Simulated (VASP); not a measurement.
Runs of VASP 6.6.1 on Mo. The structure is that of space group P6/mmm (No. 191), or close to it. The cells are those of the table. 

```tsv
cell	gap on the mesh (eV)	pressure (GPa)
a = 2.818, b = 2.818, c = 2.555 Å, angles 90.0, 90.0, 120.0°, 1 atom	none	-17.9
a = 2.777, b = 2.777, c = 2.555 Å, angles 90.0, 90.0, 120.0°, 1 atom	none	-13.0
a = 2.818, b = 2.818, c = 2.632 Å, angles 90.0, 90.0, 120.0°, 1 atom	none	-22.3
a = 2.777, b = 2.777, c = 2.517 Å, angles 90.0, 90.0, 120.0°, 1 atom	none	(b)
a = 2.777, b = 2.777, c = 2.479 Å, angles 90.0, 90.0, 120.0°, 1 atom	none	-6.8
a = 2.818, b = 2.818, c = 2.517 Å, angles 90.0, 90.0, 120.0°, 1 atom	none	-15.2
a = 2.818, b = 2.818, c = 2.479 Å, angles 90.0, 90.0, 120.0°, 1 atom	none	-12.2
a = 2.777, b = 2.777, c = 2.594 Å, angles 90.0, 90.0, 120.0°, 1 atom	none	-15.5
a = 2.818, b = 2.818, c = 2.594 Å, angles 90.0, 90.0, 120.0°, 1 atom	none	-20.2
a = 2.736, b = 2.736, c = 2.594 Å, angles 90.0, 90.0, 120.0°, 1 atom	none	-10.0
a = 2.736, b = 2.736, c = 2.632 Å, angles 90.0, 90.0, 120.0°, 1 atom	none	(a)
a = 2.777, b = 2.777, c = 2.632 Å, angles 90.0, 90.0, 120.0°, 1 atom	none	-17.8
```

Alike in all rows: task single point; level LDA; potentials or basis VASP PAW LDA potentials, release 64 (Mo_sv); no spin polarisation; k mesh 18 × 18 × 18; cutoff (eV) 520; smearing gaussian 0.15 eV.

Question: Fill in the values left out.

Answer: (a) -12.4; (b) -10.1.

A k mesh can miss the band edges, and the runs leave out spin-orbit coupling on Mo.

A gap of «none» marks levels without a gap at the run's occupations.
